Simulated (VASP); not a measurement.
Runs of VASP 6.6.1 on HgTe. The structure is that of space group Fm-3m (No. 225), or close to it. The cells are those of the table. 

```tsv
task	cell	gap on the mesh (eV)	pressure (GPa)
single point	a = 4.111 Å, angles 60.7°, 2 atoms	none	10.6
electric field gradients	a = 4.111 Å, angles 60.7°, 2 atoms	none	10.6
electric field gradients	a = 4.071 Å, angles 62.0°, 2 atoms	none	10.6
single point	a = 4.091, b = 4.091, c = 4.049 Å, angles 60.3, 60.3, 59.3°, 2 atoms	none	15.1
single point	a = 4.152, b = 4.152, c = 4.173 Å, angles 59.8, 59.8, 60.3°, 2 atoms	none	(a)
single point	a = 4.071 Å, angles 62.0°, 2 atoms	none	10.6
single point	a = 4.194, b = 4.194, c = 4.256 Å, angles 59.5, 59.5, 61.0°, 2 atoms	none	5.6
single point	a = 4.173 Å, angles 58.7°, 2 atoms	none	10.6
electric field gradients	a = 4.173 Å, angles 58.7°, 2 atoms	none	10.6
```

Alike in all rows: level PBE; potentials or basis VASP PAW PBE potentials, release 64 (Hg, Te); no spin polarisation; k mesh 10 × 10 × 10; cutoff (eV) 520; smearing fermi-dirac 0.08 eV.

Question: Fill in the values left out.

Answer: (a) 8.7.

Caveats: the cell stands under pressure; spin-orbit coupling is left out, which moves the levels of the heavy elements.

A k mesh can miss the band edges, and the runs leave out spin-orbit coupling on Hg, Te.

A gap of «none» marks levels without a gap at the run's occupations.
